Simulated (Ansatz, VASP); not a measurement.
## Fe5Co: VASP beside Ansatz

The input INCAR:

```
ALGO = Fast
EDIFF = 1E-7
ENCUT = 520
GGA = PE
ISIF = 2
ISMEAR = 0
ISPIN = 2
LASPH = True
LCHARG = True
LELF = True
LMAXMIX = 4
LORBIT = 11
LREAL = False
LVHAR = True
LWAVE = False
MAGMOM = 4 4 4 4 4 3
NBANDS = 38
NELM = 150
PREC = Accurate
SIGMA = 0.1
```

File KPOINTS:

```
k-points
0
Gamma
  6 6 4
```

Contents of POSCAR:

```
Fe5Co
1.0
    4.1603640500      0.0000000000      0.0000000000
   -2.0801820200      3.6029809500      0.0000000000
    0.0000000000      0.0000000000      4.4772989300
Fe Co
5 1
Direct
    0.6666666700      0.3333333300      0.0000000000
    0.3333333300      0.6666666700      0.0000000000
    0.3333333300      0.0000000000      0.5000000000
    0.0000000000      0.3333333300      0.5000000000
    0.6666666700      0.6666666700      0.5000000000
    0.0000000000      0.0000000000      0.0000000000
```

Input for Ansatz:

```yaml
crystal:
  lattice:
    - [4.16036405, 0.0, 0.0]
    - [-2.08018202, 3.60298095, 0.0]
    - [0.0, 0.0, 4.47729893]
  atoms:
    - { symbol: Fe, position: [0.66666667, 0.33333333, 0.0], spin: 4.0 }
    - { symbol: Fe, position: [0.33333333, 0.66666667, 0.0], spin: 4.0 }
    - { symbol: Fe, position: [0.33333333, 0.0, 0.5], spin: 4.0 }
    - { symbol: Fe, position: [0.0, 0.33333333, 0.5], spin: 4.0 }
    - { symbol: Fe, position: [0.66666667, 0.66666667, 0.5], spin: 4.0 }
    - { symbol: Co, position: [0.0, 0.0, 0.0], spin: 3.0 }
basis:
  ecutwfc: 420
kpoints:
  mp_grid: { grid: [6, 6, 4] }
hamiltonian:
  xc: pbe
scf:
  occupations: { method: gaussian, width: 0.1 }
  lower_state_search: "off"
output:
  forces: true
  stress: true
  eigenvalues: true
  populations: true
magnetization:
  spin_polarized: true
```

Alike in both runs: task single point; functional PBE; k mesh 6 × 6 × 4; occupations gaussian, width 0.1 eV; collinear spin.

```csv
,VASP,Ansatz
version,VASP 6.6.1,Ansatz 0.2.0
potentials or method,"VASP PAW PBE potentials, release 64 (Fe, Co), cutoff 520 eV","scalar-relativistic, plane waves, PAW"
valence electrons in the cell,49,97
```

|  | VASP | Ansatz | Ansatz less VASP |
| --- | --- | --- | --- |
| gap on the k mesh at the Fermi level (eV) | none | none | - |
| pressure (GPa) | 11.4 | 11.3 | -0.05 |
| traceless stress, the component that is largest in VASP (GPa) | -14.29 | -14.35 | -0.057 |
| rms of the force components (eV/Å) | 0.023 | 0.024 | +0.0010 |
| net moment per atom (μB) | 2.26 | 2.24 | -0.024 |
| size of the moment on the site where the two differ most (μB) | 1.66 | 1.72 | +0.058 |

Site moments also hang on the region over which each program counts them. Atom by atom the forces differ by 0.001 eV/Å (rms over components). A gap of «none» marks a metal or a gap that the smearing closes. With one functional, cell and mesh, what is left measures potentials, basis and numerics. VASP's potentials hold 49 valence electrons a cell and Ansatz's 97, so a difference there can come from the potentials and not from the codes.
